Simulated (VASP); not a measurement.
# Mo (Fd-3m) in VASP: a series of runs, part 2 of 2

VASP 6.6.1. Earlier steps stand in the parts before.

## 3. Single point, PBE

This run uses another cell than the first one, of 22.99 Å³/atom, 1.266 times its volume.

File INCAR:

```
SYSTEM = Mo
PREC     = Accurate       ! precision mode
ENCUT    = 500            ! plane-wave cutoff, eV
EDIFF    = 1E-6           ! SCF threshold, eV
ISMEAR   = 0              ! smearing method
SIGMA    = 0.1            ! smearing width, eV
LREAL    = .False.        ! projectors in reciprocal space
LASPH    = .True.         ! aspherical terms in the spheres
NELM     = 120            ! most SCF steps
ALGO     = Normal         ! electronic algorithm
ISIF     = 2              ! what is computed and relaxed
LWAVE    = .False.        ! write WAVECAR
LCHARG   = .False.        ! write CHGCAR
GGA      = PE             ! functional
NBANDS   = 21             ! bands
GGA_COMPAT= .False.
```

File KPOINTS:

```
regular mesh
0
Gamma
  6 6 6
  0 0 0
```

File POSCAR:

```
Mo
1.0
    0.0000000000      2.8432946083      2.8432946083
    2.8432946083      0.0000000000      2.8432946083
    2.8432946083      2.8432946083      0.0000000000
Mo
2
Direct
    0.5000000000      0.5000000000      0.5000000000
    0.7500000000      0.7500000000      0.7500000000
```

Potentials or basis: VASP PAW PBE potentials, release 64 (Mo_sv).

Launch:

```
$ cat potpaw_PBE.64/Mo_sv/POTCAR > POTCAR
$ mpirun -np 1 vasp_std > vasp.out
```

OUTCAR:

```text
SYSTEM = Mo
   PREC = Accurate
   ENCUT = 500
   EDIFF = 1E-6
   ISMEAR = 0
   LREAL = .False.
   LASPH = .True.
   NELM = 120
   ISIF = 2
   GGA = PE

 ion  position               nearest neighbor table
   1  0.500  0.500  0.500-   2 2.46   2 2.46   2 2.46   2 2.46
   2  0.750  0.750  0.750-   1 2.46   1 2.46   1 2.46   1 2.46

  LATTYP: Found a face centered cubic cell.
 ALAT       =     5.6865892166

  Lattice vectors:

 A1 = (   0.0000000000,   2.8432946083,   2.8432946083)
 A2 = (   2.8432946083,   0.0000000000,   2.8432946083)
 A3 = (   2.8432946083,   2.8432946083,   0.0000000000)

Analysis of symmetry for initial positions (statically):
=====================================================================
 Subroutine PRICEL returns:
 Original cell was already a primitive cell.

 Routine SETGRP: Setting up the symmetry group for a
 face centered cubic supercell.

 Subroutine GETGRP returns: Found 48 space group operations
 (whereof 24 operations were pure point group operations)
 out of a pool of 48 trial point group operations.

The static configuration has the point symmetry T_d .
 The point group associated with its full space group is O_h .

Analysis of symmetry for dynamics (positions and initial velocities):
=====================================================================
 Subroutine PRICEL returns:
 Original cell was already a primitive cell.

 Routine SETGRP: Setting up the symmetry group for a
 face centered cubic supercell.

 Subroutine GETGRP returns: Found 48 space group operations
 (whereof 24 operations were pure point group operations)
 out of a pool of 48 trial point group operations.

The dynamic configuration has the point symmetry T_d .
 The point group associated with its full space group is O_h .

 Subroutine INISYM returns: Found 48 space group operations
 (whereof 24 operations are pure point group operations),
 and found     1 'primitive' translations

[... 99 lines left out ...]
   EFERMI =   0.00;   METHOD = LEGACY
   ISMEAR =     0;   SIGMA  =   0.10  broadening in eV -4-tet -1-fermi 0-gaus
   EFERMI_NEDOS =   21; number of points for ismear=-14 and -15
   IALGO  =     38    algorithm
   IMIX   =      4    mixing-type and parameters
     AMIX     =   0.40;   BMIX     =  1.00
     AMIX_MAG =   1.60;   BMIX_MAG =  1.00
  volume/ion in A,a.u.               =      22.99       155.12
  Fermi-wavevector in a.u.,A,eV,Ry     =   1.387700  2.622373 26.200900  1.925712
  Thomas-Fermi vector in A             =   2.511896
   LORBIT       =      0    0 simple, 1 ext, 2 COOP (PROOUT), +10 PAW based schemes
   GGA     = PE    functional components
   LHFCALC =     F    Hartree Fock is set to
   AEXX    =    0.0000 exact exchange contribution
   IVDW    =     0    specifies the selected vdW correction
   LEPSILON=     F    determine dielectric tensor
   LRPA    =     F    only Hartree local field effects (RPA)
 non-spin polarized calculation
 Gauss-broadening in eV      SIGMA  =   0.10
  energy-cutoff  :      500.00
  volume of cell :       45.97
 maximum number of plane-waves:      1211
 NGX is ok and might be reduce to    30
   NGX = 15   NGY = 15   NGZ = 15

 number of electron      27.9999993 magnetization

 Free energy of the ion-electron system (eV)
  ---------------------------------------------------
  ext. energy  EPLUGINS =         0.00000000
  ---------------------------------------------------
  free energy    TOTEN  =       -17.44382797 eV

  energy without entropy =      -17.42865154  energy(sigma->0) =      -17.43623976

 E-fermi :   6.8558     XC(G=0): -10.8587

 val. band max:        6.8550512092   @ k =   0.5000   0.5000   0.0000
 cond. band min:       7.0097674856   @ k =   0.5000   0.3333   0.1667
 fundamental gap:      0.1547162764
 Fermi energy:         6.8558429392

 k-point     1 :       0.0000    0.0000    0.0000
  band No.  band energies     occupation
      1     -53.5781      2.00000
      2     -52.8969      2.00000
      3     -27.9765      2.00000
      4     -27.9765      2.00000
      5     -27.9765      2.00000
      6     -26.8701      2.00000
[... 373 lines left out ...]
     20      11.6151      0.00000
     21      11.8058      0.00000

------------------------ aborting loop because EDIFF is reached ----------------------------------------

  FORCE on cell =-STRESS in cart. coord.  units (eV):
  Direction    XX          YY          ZZ          XY          YZ          ZX
  --------------------------------------------------------------------------------------
  -------------------------------------------------------------------------------------
  Total        0.0648916      0.0648916      0.0648916     -0.0000000     -0.0000000     -0.0000000
  in kB        2.2615369      2.2615369      2.2615369     -0.0000000     -0.0000000     -0.0000000
  external PRESSURE =       2.2615369 kB  Pullay stress =       0.0000000 kB

 VOLUME and BASIS-vectors are now :
 -----------------------------------------------------------------------------
  energy-cutoff  :      500.00
  volume of cell :       45.97
      direct lattice vectors                 reciprocal lattice vectors
     0.000000000  2.843294608  2.843294608    -0.175852336  0.175852336  0.175852336
     2.843294608  0.000000000  2.843294608     0.175852336 -0.175852336  0.175852336
     2.843294608  2.843294608  0.000000000     0.175852336  0.175852336 -0.175852336

 POSITION                                       TOTAL-FORCE (eV/Angst)
 -----------------------------------------------------------------------------------
      2.84329      2.84329      2.84329        -0.000000     -0.000000     -0.000000
      4.26494      4.26494      4.26494         0.000000      0.000000      0.000000
 -----------------------------------------------------------------------------------
    total drift:                                0.000000     -0.000000     -0.000000

  FREE ENERGIE OF THE ION-ELECTRON SYSTEM (eV)
  ---------------------------------------------------
  free  energy   TOTEN  =       -17.4438279721 eV

  energy  without entropy=      -17.4286515390  energy(sigma->0) =      -17.43623976
```

OSZICAR:

```text
N       E                     dE             d eps       ncg     rms          rms(c)
DAV:   1     0.303048512248E+03    0.30305E+03   -0.17536E+04   680   0.128E+03
DAV:   2    -0.107239232576E+02   -0.31377E+03   -0.30506E+03   767   0.416E+02
DAV:   3    -0.176586378305E+02   -0.69347E+01   -0.67719E+01   806   0.629E+01
DAV:   4    -0.177126301619E+02   -0.53992E-01   -0.53977E-01   722   0.571E+00
DAV:   5    -0.177130719746E+02   -0.44181E-03   -0.44179E-03   798   0.514E-01    0.127E+01
DAV:   6    -0.174780089340E+02    0.23506E+00   -0.58720E-01   712   0.627E+00    0.514E+00
DAV:   7    -0.174472131485E+02    0.30796E-01   -0.80473E-02   770   0.255E+00    0.123E+00
DAV:   8    -0.174437540599E+02    0.34591E-02   -0.10737E-02   692   0.712E-01    0.121E-01
DAV:   9    -0.174437931097E+02   -0.39050E-04   -0.16267E-04   765   0.947E-02    0.551E-02
DAV:  10    -0.174438283281E+02   -0.35218E-04   -0.25415E-05   740   0.469E-02    0.100E-02
DAV:  11    -0.174438279721E+02    0.35608E-06   -0.84384E-07   484   0.587E-03
   1 F= -.17443828E+02 E0= -.17436240E+02  d E =-.151764E-01
```

stdout:

```text
POSCAR found type information on POSCAR Mo
 POSCAR found :  1 types and       2 ions
 scaLAPACK will be used
 LDA part: xc-table for (Slater+PW92), standard interpolation
 POSCAR, INCAR and KPOINTS ok, starting setup
 FFT: planning ... GRIDC
 FFT: planning ... GRID_SOFT
 FFT: planning ... GRID
 WAVECAR not read
 entering main loop
```

It took 9.6 s on 1 thread of Intel Xeon Platinum 8559C (Emerald Rapids), shared host; peak memory 0.16 GiB.

Results:

```yaml
Free_energy: -17.4438 eV
Pressure: 0.2 GPa
Band_gap_on_the_k_mesh: zero (band 14 reaches 7.04 eV, above the bottom of band 15 at 6.81 eV)
```

## 4. Relaxation of cell and atoms, PBE

File INCAR:

```
PREC = Accurate
ENCUT = 500
EDIFF = 1E-7
ISMEAR = 0
SIGMA = 0.1
LREAL = False
LASPH = True
NELM = 120
ALGO = Normal
ISIF = 3
LWAVE = False
LCHARG = False
GGA = PE
IBRION = 2
NSW = 90
EDIFFG = -0.04
GGA_COMPAT = False
NELMIN = 4
```

File KPOINTS:

```
regular mesh
0
Gamma
  6 6 6
```

File POSCAR:

```
Mo
1.0
    0.0000000000      2.6282640351      2.6282640351
    2.6282640351      0.0000000000      2.6282640351
    2.6282640351      2.6282640351      0.0000000000
Mo
2
Direct
    0.5000000000      0.5000000000      0.5000000000
    0.7500000000      0.7500000000      0.7500000000
```

Potentials or basis: VASP PAW PBE potentials, release 64 (Mo_sv).

Launch:

```
$ cat potpaw_PBE.64/Mo_sv/POTCAR > POTCAR
$ mpirun -np 1 vasp_std > vasp.out
```

OUTCAR:

```text
PREC = Accurate
   ENCUT = 500
   EDIFF = 1E-7
   ISMEAR = 0
   LREAL = False
   LASPH = True
   NELM = 120
   ISIF = 3
   GGA = PE
   IBRION = 2
   NSW = 90
   EDIFFG = -0.04
   NELMIN = 4

 ion  position               nearest neighbor table
   1  0.500  0.500  0.500-   2 2.28   2 2.28   2 2.28   2 2.28
   2  0.750  0.750  0.750-   1 2.28   1 2.28   1 2.28   1 2.28

  LATTYP: Found a face centered cubic cell.
 ALAT       =     5.2565280702

  Lattice vectors:

 A1 = (   0.0000000000,   2.6282640351,   2.6282640351)
 A2 = (   2.6282640351,   0.0000000000,   2.6282640351)
 A3 = (   2.6282640351,   2.6282640351,   0.0000000000)

Analysis of symmetry for initial positions (statically):
=====================================================================
 Subroutine PRICEL returns:
 Original cell was already a primitive cell.

 Routine SETGRP: Setting up the symmetry group for a
 face centered cubic supercell.

 Subroutine GETGRP returns: Found 48 space group operations
 (whereof 24 operations were pure point group operations)
 out of a pool of 48 trial point group operations.

The static configuration has the point symmetry T_d .
[... 158 lines left out ...]

  FORCE on cell =-STRESS in cart. coord.  units (eV):
  Direction    XX          YY          ZZ          XY          YZ          ZX
  --------------------------------------------------------------------------------------
  -------------------------------------------------------------------------------------
  Total        9.7659627      9.7659627      9.7659627      0.0000000      0.0000000      0.0000000
  in kB      430.9120831    430.9120831    430.9120831      0.0000000      0.0000000      0.0000000
  external PRESSURE =     430.9120831 kB  Pullay stress =       0.0000000 kB
[... 23 lines left out ...]
--------------------------------------- Ionic step        2  -------------------------------------------

 number of electron      28.0000011 magnetization

 E-fermi :   3.1506     XC(G=0):  -9.0070

 val. band max:        3.1453632094   @ k =   0.5000   0.3333   0.0000
 cond. band min:       3.1669961916   @ k =   0.5000   0.3333   0.1667
 fundamental gap:      0.0216329822
 Fermi energy:         3.1506044035

 k-point     1 :       0.0000    0.0000    0.0000
  band No.  band energies     occupation
      1     -57.3003      2.00000
      2     -57.1452      2.00000
      3     -31.4751      2.00000
      4     -31.4751      2.00000
      5     -31.4751      2.00000
      6     -31.1094      2.00000
[... 432 lines left out ...]
--------------------------------------- Ionic step        5  -------------------------------------------

 number of electron      28.0000006 magnetization

 Free energy of the ion-electron system (eV)
  ---------------------------------------------------
  ext. energy  EPLUGINS =         0.00000000
  ---------------------------------------------------
  free energy    TOTEN  =       -17.43432960 eV

  energy without entropy =      -17.41917097  energy(sigma->0) =      -17.42675029

 E-fermi :   6.8645     XC(G=0): -10.8622

 val. band max:        6.8409786441   @ k =  -0.3333   0.5000   0.1667
 cond. band min:       6.8647088586   @ k =   0.5000   0.5000   0.0000
 fundamental gap:      0.0237302145
 Fermi energy:         6.8644817810

 k-point     1 :       0.0000    0.0000    0.0000
  band No.  band energies     occupation
      1     -53.5686      2.00000
      2     -52.8858      2.00000
      3     -27.9694      2.00000
      4     -27.9694      2.00000
      5     -27.9694      2.00000
      6     -26.8609      2.00000
[... 354 lines left out ...]
  FREE ENERGIE OF THE ION-ELECTRON SYSTEM (eV)
  ---------------------------------------------------
  free  energy   TOTEN  =       -17.4343295977 eV

  energy  without entropy=      -17.4191709745  energy(sigma->0) =      -17.42675029

 reached required accuracy - stopping structural energy minimisation
```

It took 33 s on 1 thread of Intel Xeon Platinum 8559C (Emerald Rapids), shared host; peak memory 0.15 GiB.

What came out:

```
Free energy                            : -17.4343 eV
Relaxed volume                         : 22.97 Å³/atom
Relaxed cell                           : a = 4.020 Å, b = 4.020 Å, c = 4.020 Å, α = 60.00°, β = 60.00°, γ = 60.00°
Space group after relaxing (to 0.05 Å) : Fd-3m (No. 227)
Energy gained by relaxing              : 526.0 meV/atom
Ionic steps                            : 5
Pressure after relaxing                : 0.0 GPa
Band gap on the k mesh                 : zero (band 14 reaches 7.05 eV, above the bottom of band 15 at 6.82 eV)
```

The path:
```csv
step,energy change (eV),largest force (eV/Å),pressure (GPa),volume (Å³)
1,0.0000,0.0000,43.09,36.31
2,0.9004,0.0000,-19.41,68.49
3,-1.0430,0.0000,-2.54,47.05
4,-1.0514,0.0000,-0.68,46.23
5,-1.0520,0.0000,0.00,45.94
```

Final structure:
```yaml
crystal:
  lattice:
    - [0.00000, 2.84262, 2.84262]
    - [2.84262, 0.00000, 2.84262]
    - [2.84262, 2.84262, 0.00000]
  atoms:
    - { symbol: Mo, position: [0.50000, 0.50000, 0.50000] }
    - { symbol: Mo, position: [0.75000, 0.75000, 0.75000] }
```

Levels at points of the mesh, in eV from the Fermi level:
```
           k point  band 11  band 12  band 13  band 14  band 15  band 16  band 17  band 18
(0.00, 0.00, 0.00)    -2.18    -1.31    -1.31    -1.31     1.33     1.33     1.33     4.38
(0.50, 0.00, 0.00)    -1.93    -1.93    -1.57    -1.57     0.38     2.30     2.30     3.66
(0.50, 0.50, 0.00)    -1.52    -1.52     0.00     0.00     0.60     0.60     3.98     3.98
```

Caveat: the volume moved by over 15 % at a fixed basis, so the end points are rough.

## 5. The runs side by side

| task | cell | gap on the mesh (eV) | pressure (GPa) |
| --- | --- | --- | --- |
| single point | a = 3.717 Å, angles 60.0°, 2 atoms | none | 43.1 |
| single point | a = 4.021 Å, angles 60.0°, 2 atoms | none | 0.2 |
| relaxation of cell and atoms | relaxed from a = 3.717 Å, angles 60.0°, 2 atoms | none | 0.0 |

Alike in all rows: level PBE; potentials or basis VASP PAW PBE potentials, release 64 (Mo_sv); no spin polarisation; k mesh 6 × 6 × 6; cutoff (eV) 500; smearing gaussian 0.1 eV.

Caveats: the volume moved by over 15 % at a fixed basis, so the end points are rough (some runs).

Total energies depend on the potentials used, so only differences within one code and one set of settings carry meaning.
